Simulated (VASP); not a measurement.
# Ti (Fm-3m) in VASP: a series of runs, part 2 of 2

VASP 6.6.1.

## (3) Single point, PBEsol

This run uses another cell than the first one: it holds 2 atoms, not 1.

INCAR

```
ALGO = Normal ; EDIFF = 1E-6
ENCUT = 520 ; GGA = PS
ISIF = 2 ; ISMEAR = 0
LASPH = T ; LCHARG = F
LREAL = F ; LWAVE = F
NBANDS = 19 ; NELM = 80
PREC = Accurate ; SIGMA = 0.15
```

KPOINTS

```
k-points
0
Gamma
  12 12 8
```

POSCAR

```
Ti
1.0
    0.0000000000     -2.0279211515     -2.0279211515
    0.0000000000      2.0279211515     -2.0279211515
    4.0558423031      0.0000000000      0.0000000000
Ti
2
Direct
    0.5000000000      0.5000000000      0.5000000000
    0.0000000000      0.0000000000      0.0000000000
```

Potentials or basis: VASP PAW PBE potentials, release 64 (Ti_sv).

The run is started by

```
> cat potpaw_PBE.64/Ti_sv/POTCAR > POTCAR
> mpirun -np 1 vasp_std > vasp.out
```

OUTCAR:

```text
EDIFF = 1E-6
   ENCUT = 520
   GGA = PS
   ISIF = 2
   ISMEAR = 0
   LASPH = T
   LREAL = F
   NELM = 80
   PREC = Accurate

 ion  position               nearest neighbor table
   1  0.500  0.500  0.500-   2 2.87   2 2.87   2 2.87   2 2.87   2 2.87   2 2.87   2 2.87   2 2.87

   2  0.000  0.000  0.000-   1 2.87   1 2.87   1 2.87   1 2.87   1 2.87   1 2.87   1 2.87   1 2.87

  LATTYP: Found a simple tetragonal cell.
 ALAT       =     2.8679135959
 C/A-ratio  =     1.4142135624

  Lattice vectors:

 A1 = (   0.0000000000,  -2.0279211515,  -2.0279211515)
 A2 = (   0.0000000000,   2.0279211515,  -2.0279211515)
 A3 = (   4.0558423031,   0.0000000000,   0.0000000000)

Analysis of symmetry for initial positions (statically):
=====================================================================
 Subroutine PRICEL returns following result:

  LATTYP: Found a face centered cubic cell.
 ALAT       =     4.0558423031

  Lattice vectors:

 A1 = (  -2.0279211516,   0.0000000000,   2.0279211515)
[... 170 lines left out ...]
 NGX is ok and might be reduce to    24

 number of electron      24.0000011 magnetization

 Free energy of the ion-electron system (eV)
  ---------------------------------------------------
  ext. energy  EPLUGINS =         0.00000000
  ---------------------------------------------------
  free energy    TOTEN  =       -16.58508106 eV

  energy without entropy =      -16.54617788  energy(sigma->0) =      -16.56562947

 E-fermi :   8.5328     XC(G=0): -11.8305

 val. band max:        8.5276204672   @ k =   0.3333   0.2500   0.3750
 cond. band min:       8.5346548284   @ k =   0.4167   0.0833   0.1250
 fundamental gap:      0.0070343612
 Fermi energy:         8.5327600062

 k-point     1 :       0.0000    0.0000    0.0000
  band No.  band energies     occupation
      1     -47.8797      2.00000
      2     -47.6852      2.00000
      3     -24.5040      2.00000
      4     -24.0527      2.00000
      5     -24.0527      2.00000
      6     -23.7844      2.00000
[... 505 lines left out ...]
      6     -24.0514      2.00000
[... 11 lines left out ...]
     18      12.3248      0.00000
     19      12.5074      0.00000

 [... further k-points ...]
[... 5 lines left out ...]
  --------------------------------------------------------------------------------------
  -------------------------------------------------------------------------------------
  Total       -0.0173209     -0.0553177     -0.0553177     -0.0000000      0.0000000     -0.0000000
  in kB       -0.8318921     -2.6568167     -2.6568167     -0.0000000      0.0000000     -0.0000000
  external PRESSURE =      -2.0485085 kB  Pullay stress =       0.0000000 kB

 VOLUME and BASIS-vectors are now :
 -----------------------------------------------------------------------------
  energy-cutoff  :      520.00
  volume of cell :       33.36
      direct lattice vectors                 reciprocal lattice vectors
     0.000000000 -2.027921152 -2.027921152     0.000000000 -0.246557910 -0.246557910
     0.000000000  2.027921152 -2.027921152     0.000000000  0.246557910 -0.246557910
     4.055842303  0.000000000  0.000000000     0.246557910  0.000000000  0.000000000

 POSITION                                       TOTAL-FORCE (eV/Angst)
 -----------------------------------------------------------------------------------
      2.02792      0.00000     -2.02792        -0.000000      0.000000     -0.000000
      0.00000      0.00000      0.00000         0.000000     -0.000000      0.000000
 -----------------------------------------------------------------------------------
    total drift:                               -0.000000      0.000000     -0.000000

  FREE ENERGIE OF THE ION-ELECTRON SYSTEM (eV)
  ---------------------------------------------------
  free  energy   TOTEN  =       -16.5850810608 eV

  energy  without entropy=      -16.5461778836  energy(sigma->0) =      -16.56562947
```

stdout:

```text
POSCAR found type information on POSCAR Ti
 POSCAR found :  1 types and       2 ions
 scaLAPACK will be used
 -----------------------------------------------------------------------------
|                                                                             |
|                                                                             |
|     You enforced a specific xc type in the INCAR file but a different       |
|     I HOPE YOU KNOW WHAT YOU ARE DOING!                                     |
|                                                                             |
 -----------------------------------------------------------------------------

 LDA part: xc-table for (Slater+PW92), standard interpolation
 POSCAR, INCAR and KPOINTS ok, starting setup
 FFT: planning ... GRIDC
 FFT: planning ... GRID_SOFT
 FFT: planning ... GRID
 WAVECAR not read
 entering main loop
```

It took 72 s on 1 thread of Intel Xeon Platinum 8259CL at 2.50GHz (Skylake/Cascade Lake), shared host; peak memory 0.19 GiB.

Results:

```
Free energy            : -16.5851 eV
Pressure               : -0.2 GPa
Band gap on the k mesh : zero (band 12 reaches 9.43 eV, above the bottom of band 13 at 8.14 eV)
```

Caveat: the PAW data sets were made with another functional, which shifts forces and pressure a little.
